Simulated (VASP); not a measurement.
# Sr2SO (P4/mmm) in VASP: single point with PBEsol

Aim: the single point of Sr2SO with PBEsol.

Program: VASP 6.6.1. These are calculated values, not measurements. Logs are shortened: lines on timing, memory, paths and dates and some standing lists are left out, and cuts for length are marked.

## (1) The cell of the first run

Symmetry: P4/mmm, No. 123, tetragonal system. The conventional cell has a = 4.043 Å, b = 4.043 Å, c = 5.718 Å, α = 90.00°, β = 90.00°, γ = 90.00°. Within 3.8 Å of Sr (site symmetry 4/mmm) lie 2 S at 2.86 Å and 4 O at 2.86 Å. Sr (site symmetry 4/mmm) has 2 O at 2.86 Å and 4 S at 2.86 Å within 3.8 Å. Within 3.8 Å of S (site symmetry 4/mmm) lie 6 Sr at 2.86 Å. Within 3.8 Å of O (site symmetry 4/mmm) lie 6 Sr at 2.86 Å.

## (2) Single point, PBEsol

INCAR

```
  ALGO = Normal
  EDIFF = 1E-6
  ENCUT = 520
  GGA = PS
  ISIF = 2
  ISMEAR = 0
  LASPH = True
  LCHARG = False
  LREAL = False
  LWAVE = False
  NBANDS = 24
  NELM = 60
  PREC = Accurate
  SIGMA = 0.05
```

KPOINTS

```
k-points
0
Gamma
  8 8 6
```

POSCAR

```
Sr2SO
1.0
    4.0432370000      0.0000000000      0.0000000000
    0.0000000000      4.0432370000      0.0000000000
    0.0000000000      0.0000000000      5.7180000000
Sr S O
2 1 1
Direct
    0.0000000000      0.0000000000      0.0000000000
    0.5000000000      0.5000000000      0.5000000000
    0.0000000000      0.0000000000      0.5000000000
    0.5000000000      0.5000000000      0.0000000000
```

Potentials or basis: VASP PAW PBE potentials, release 64 (Sr_sv, S, O).

On the command line:

```
$ cat potpaw_PBE.64/Sr_sv/POTCAR potpaw_PBE.64/S/POTCAR potpaw_PBE.64/O/POTCAR > POTCAR
$ mpirun -np 1 vasp_std > vasp.out
```

OUTCAR:

```text
EDIFF = 1E-6
   ENCUT = 520
   GGA = PS
   ISIF = 2
   ISMEAR = 0
   LASPH = True
   LREAL = False
   NELM = 60
   PREC = Accurate

 ion  position               nearest neighbor table
   1  0.000  0.000  0.000-   3 2.86   3 2.86   4 2.86   4 2.86   4 2.86   4 2.86   2 4.04   2 4.04
                             2 4.04   2 4.04   2 4.04   2 4.04   2 4.04   2 4.04
   2  0.500  0.500  0.500-   4 2.86   4 2.86   3 2.86   3 2.86   3 2.86   3 2.86   1 4.04   1 4.04
                             1 4.04   1 4.04   1 4.04   1 4.04   1 4.04   1 4.04
   3  0.000  0.000  0.500-   1 2.86   1 2.86   2 2.86   2 2.86   2 2.86   2 2.86
   4  0.500  0.500  0.000-   2 2.86   2 2.86   1 2.86   1 2.86   1 2.86   1 2.86

  LATTYP: Found a simple tetragonal cell.
 ALAT       =     4.0432370000
 C/A-ratio  =     1.4142134137

  Lattice vectors:

 A1 = (   4.0432370000,   0.0000000000,   0.0000000000)
 A2 = (   0.0000000000,   4.0432370000,   0.0000000000)
 A3 = (   0.0000000000,   0.0000000000,   5.7180000000)

Analysis of symmetry for initial positions (statically):
=====================================================================
 Subroutine PRICEL returns:
 Original cell was already a primitive cell.

 Routine SETGRP: Setting up the symmetry group for a
 simple tetragonal supercell.

 Subroutine GETGRP returns: Found 16 space group operations
 (whereof 16 operations were pure point group operations)
 out of a pool of 16 trial point group operations.

The static configuration has the point symmetry D_4h.

Analysis of symmetry for dynamics (positions and initial velocities):
=====================================================================
 Subroutine PRICEL returns:
 Original cell was already a primitive cell.

 Routine SETGRP: Setting up the symmetry group for a
 simple tetragonal supercell.

 Subroutine GETGRP returns: Found 16 space group operations
 (whereof 16 operations were pure point group operations)
 out of a pool of 16 trial point group operations.

The dynamic configuration has the point symmetry D_4h.

 Subroutine INISYM returns: Found 16 space group operations
 (whereof 16 operations are pure point group operations),
 and found     1 'primitive' translations

----------------------------------------------------------------------------------------

                                     Primitive cell

  volume of cell :      93.4765

  direct lattice vectors                    reciprocal lattice vectors
     4.043237000  0.000000000  0.000000000     0.247326585  0.000000000  0.000000000
     0.000000000  4.043237000  0.000000000     0.000000000  0.247326585  0.000000000
     0.000000000  0.000000000  5.718000000     0.000000000  0.000000000  0.174886324

  length of vectors
     4.043237000  4.043237000  5.718000000     0.247326585  0.247326585  0.174886324

  position of ions in fractional coordinates (direct lattice)
     0.000000000  0.000000000  0.000000000
     0.500000000  0.500000000  0.500000000
     0.000000000  0.000000000  0.500000000
     0.500000000  0.500000000  0.000000000

  ion indices of the primitive-cell ions
   primitive index   ion index
                 1           1
                 2           2
                 3           3
                 4           4

----------------------------------------------------------------------------------------

 KPOINTS: k-points

Automatic generation of k-mesh.
 Grid dimensions read from file:
 generate k-points for:    8    8    6

 Generating k-lattice:

  Cartesian coordinates                     Fractional coordinates (reciprocal lattice)
     0.030915823  0.000000000  0.000000000     0.125000000  0.000000000  0.000000000
     0.000000000  0.030915823  0.000000000     0.000000000  0.125000000  0.000000000
     0.000000000  0.000000000  0.029147721     0.000000000  0.000000000  0.166666667

  Length of vectors
     0.030915823  0.030915823  0.029147721

  Shift w.r.t. Gamma in fractional coordinates (k-lattice)
     0.000000000  0.000000000  0.000000000

 Subroutine IBZKPT returns following result:
 ===========================================

 Found     60 irreducible k-points:

 Following reciprocal coordinates:
            Coordinates               Weight
  0.000000  0.000000  0.000000      1.000000
  0.125000  0.000000  0.000000      4.000000
  0.250000  0.000000  0.000000      4.000000
  0.375000  0.000000  0.000000      4.000000
  0.500000  0.000000  0.000000      2.000000
  0.125000  0.125000  0.000000      4.000000
[... 16 lines left out ...]
  0.375000  0.125000  0.166667     16.000000
  0.500000  0.125000  0.166667      8.000000
 [... further k-points ...]
   k-points           NKPTS =     60   k-points in BZ     NKDIM =     60   number of bands    NBANDS=     24
   number of dos      NEDOS =    301   number of ions     NIONS =      4
   total plane-waves  NPLWV =  43200
   dimension x,y,z NGX =    30 NGY =   30 NGZ =   48
   dimension x,y,z NGXF=    60 NGYF=   60 NGZF=   96
   ions per type =               2   1   1
   NGX,Y,Z   is equivalent  to a cutoff of  12.34, 12.34, 13.96 a.u.
   NGXF,Y,Z  is equivalent  to a cutoff of  24.67, 24.67, 27.91 a.u.
 SYSTEM =  unknown system
   PREC   = accura    normal or accurate (medium, high low for compatibility)
   ISTART =      0    job   : 0-new  1-cont  2-samecut
   ICHARG =      2    charge: 1-file 2-atom 10-const
   ISPIN  =      1    spin polarized calculation?
   LNONCOLLINEAR =      F non collinear calculations
   LSORBIT =      F    spin-orbit coupling
   LASPH  =      T    aspherical Exc in radial PAW
   ENCUT  =  520.0 eV  38.22 Ry    6.18 a.u.   7.52  7.52 10.63*2*pi/ulx,y,z
   NELM   =     60;   NELMIN=  2; NELMDL= -5     # of ELM steps
   EDIFF  = 0.1E-05   stopping-criterion for ELM
   LREAL  =      F    real-space projection
   EDIFFG = 0.1E-04   stopping-criterion for IOM
   NSW    =      0    number of steps for IOM
   IBRION =     -1    ionic relax: 0-MD 1-quasi-New 2-CG
   NFREE  =      0    steps in history (QN), initial steepest desc. (CG)
   ISIF   =      2    stress and relaxation
   ISYM   =      2    0-nonsym 1-usesym 2-fastsym
   POTIM  = 0.5000    time-step for ionic-motion
   TEBEG  =    0.0;   TEEND  =   0.0 temperature during run
   PSTRESS=    0.0 pullay stress
   NELECT =      32.0000    total number of electrons
   NUPDOWN=      -1.0000    fix difference up-down
   EMIN   =  10.00;   EMAX   =-10.00  energy-range for DOS
   EFERMI =   0.00;   METHOD = LEGACY
   ISMEAR =     0;   SIGMA  =   0.05  broadening in eV -4-tet -1-fermi 0-gaus
   EFERMI_NEDOS =   21; number of points for ismear=-14 and -15
   IALGO  =     38    algorithm
   IMIX   =      4    mixing-type and parameters
     AMIX     =   0.40;   BMIX     =  1.00
     AMIX_MAG =   1.60;   BMIX_MAG =  1.00
  volume/ion in A,a.u.               =      23.37       157.70
  Fermi-wavevector in a.u.,A,eV,Ry     =   1.145225  2.164161 17.844574  1.311539
  Thomas-Fermi vector in A             =   2.281914
   LORBIT       =      0    0 simple, 1 ext, 2 COOP (PROOUT), +10 PAW based schemes
   GGA     = PS    functional components
   LHFCALC =     F    Hartree Fock is set to
   AEXX    =    0.0000 exact exchange contribution
   IVDW    =     0    specifies the selected vdW correction
   LEPSILON=     F    determine dielectric tensor
   LRPA    =     F    only Hartree local field effects (RPA)
 non-spin polarized calculation
 Gauss-broadening in eV      SIGMA  =   0.05
  energy-cutoff  :      520.00
  volume of cell :       93.48
 maximum number of plane-waves:      2566
   NGX = 15   NGY = 15   NGZ = 21

 number of electron      31.9999994 magnetization

 Free energy of the ion-electron system (eV)
  ---------------------------------------------------
  ext. energy  EPLUGINS =         0.00000000
  ---------------------------------------------------
  free energy    TOTEN  =       -22.24618421 eV

  energy without entropy =      -22.24618421  energy(sigma->0) =      -22.24618421

 E-fermi :   1.9377     XC(G=0):  -9.3366

 val. band max:        1.6767091157   @ k =   0.0000   0.0000   0.0000
 cond. band min:       3.7968341131   @ k =   0.0000   0.0000   0.0000
 fundamental gap:      2.1201249974
 Fermi energy:         1.9376904792

 k-point     1 :       0.0000    0.0000    0.0000
  band No.  band energies     occupation
      1     -31.7054      2.00000
      2     -31.6282      2.00000
      3     -14.0401      2.00000
      4     -13.7785      2.00000
      5     -13.7785      2.00000
      6     -13.5841      2.00000
[... 16 lines left out ...]
     23       7.0950      0.00000
     24       8.5736      0.00000

 k-point     2 :       0.1250    0.0000    0.0000
  band No.  band energies     occupation
      1     -31.7026      2.00000
      2     -31.6272      2.00000
      3     -14.0250      2.00000
      4     -13.8535      2.00000
      5     -13.7674      2.00000
      6     -13.7078      2.00000
[... 16 lines left out ...]
     23       7.5418      0.00000
     24       8.8464      0.00000

 k-point     3 :       0.2500    0.0000    0.0000
  band No.  band energies     occupation
      1     -31.6959      2.00000
      2     -31.6251      2.00000
      3     -14.0164      2.00000
      4     -13.9852      2.00000
      5     -13.9311      2.00000
      6     -13.7392      2.00000
[... 16 lines left out ...]
     23       8.3930      0.00000
     24       8.6837      0.00000
[... 514 lines left out ...]
 k-point    23 :       0.3750    0.1250    0.1667
  band No.  band energies     occupation
      1     -31.6869      2.00000
      2     -31.6217      2.00000
      3     -14.2070      2.00000
      4     -14.1426      2.00000
      5     -13.8661      2.00000
      6     -13.7465      2.00000
[... 16 lines left out ...]
     23       8.7340      0.00000
     24       9.4066      0.00000

 k-point    24 :       0.5000    0.1250    0.1667
  band No.  band energies     occupation
      1     -31.6845      2.00000
      2     -31.6205      2.00000
      3     -14.2522      2.00000
      4     -14.1953      2.00000
      5     -13.8540      2.00000
      6     -13.7331      2.00000
[... 16 lines left out ...]
     23       8.8444      0.00000
     24       9.0814      0.00000

 [... further k-points ...]

------------------------ aborting loop because EDIFF is reached ----------------------------------------

  FORCE on cell =-STRESS in cart. coord.  units (eV):
  Direction    XX          YY          ZZ          XY          YZ          ZX
  --------------------------------------------------------------------------------------
  -------------------------------------------------------------------------------------
  Total       -1.4400127     -1.4400127     -1.3628481      0.0000000     -0.0000000      0.0000000
  in kB      -24.6816589    -24.6816589    -23.3590664      0.0000000     -0.0000000      0.0000000
  external PRESSURE =     -24.2407947 kB  Pullay stress =       0.0000000 kB

 VOLUME and BASIS-vectors are now :
 -----------------------------------------------------------------------------
  energy-cutoff  :      520.00
  volume of cell :       93.48
      direct lattice vectors                 reciprocal lattice vectors
     4.043237000  0.000000000  0.000000000     0.247326585  0.000000000  0.000000000
     0.000000000  4.043237000  0.000000000     0.000000000  0.247326585  0.000000000
     0.000000000  0.000000000  5.718000000     0.000000000  0.000000000  0.174886324

 POSITION                                       TOTAL-FORCE (eV/Angst)
 -----------------------------------------------------------------------------------
      0.00000      0.00000      0.00000         0.000000      0.000000      0.000000
      2.02162      2.02162      2.85900         0.000000      0.000000      0.000000
      0.00000      0.00000      2.85900         0.000000      0.000000      0.000000
      2.02162      2.02162      0.00000         0.000000      0.000000      0.000000
 -----------------------------------------------------------------------------------
    total drift:                                0.000000      0.000000     -0.000000

  FREE ENERGIE OF THE ION-ELECTRON SYSTEM (eV)
  ---------------------------------------------------
  free  energy   TOTEN  =       -22.2461842128 eV

  energy  without entropy=      -22.2461842128  energy(sigma->0) =      -22.24618421
```

It took 57 s on 1 thread of Intel Xeon 6975P-C (Granite Rapids), shared host; peak memory 0.28 GiB.

What came out:

```
Free energy            : -22.2462 eV
Pressure               : -2.4 GPa
Band gap on the k mesh : 2.12 eV, direct
```

Stress tensor (GPa, compression positive):
```
-2.47  0.00  0.00
 0.00 -2.47  0.00
 0.00  0.00 -2.34
```

Levels at points of the mesh, in eV from the valence-band top:
```csv
k point,band 13,band 14,band 15,band 16,band 17,band 18,band 19,band 20
"(0.00, 0.00, 0.00)",-0.65,-0.04,0.00,0.00,2.12,2.77,4.56,4.56
"(0.50, 0.00, 0.00)",-1.34,-1.23,-0.56,-0.45,4.27,5.27,5.60,5.76
"(0.50, 0.50, 0.00)",-0.85,-0.27,-0.27,-0.14,2.31,2.31,5.42,6.35
"(0.00, 0.00, 0.50)",-0.74,-0.74,-0.11,-0.11,2.49,4.01,4.13,5.07
"(0.50, 0.00, 0.50)",-1.81,-0.99,-0.78,-0.62,5.12,5.50,5.94,6.09
"(0.50, 0.50, 0.50)",-1.58,-0.72,-0.57,-0.57,4.10,4.10,5.54,5.54
```

Caveat: the PAW data sets were made with another functional, which shifts forces and pressure a little.
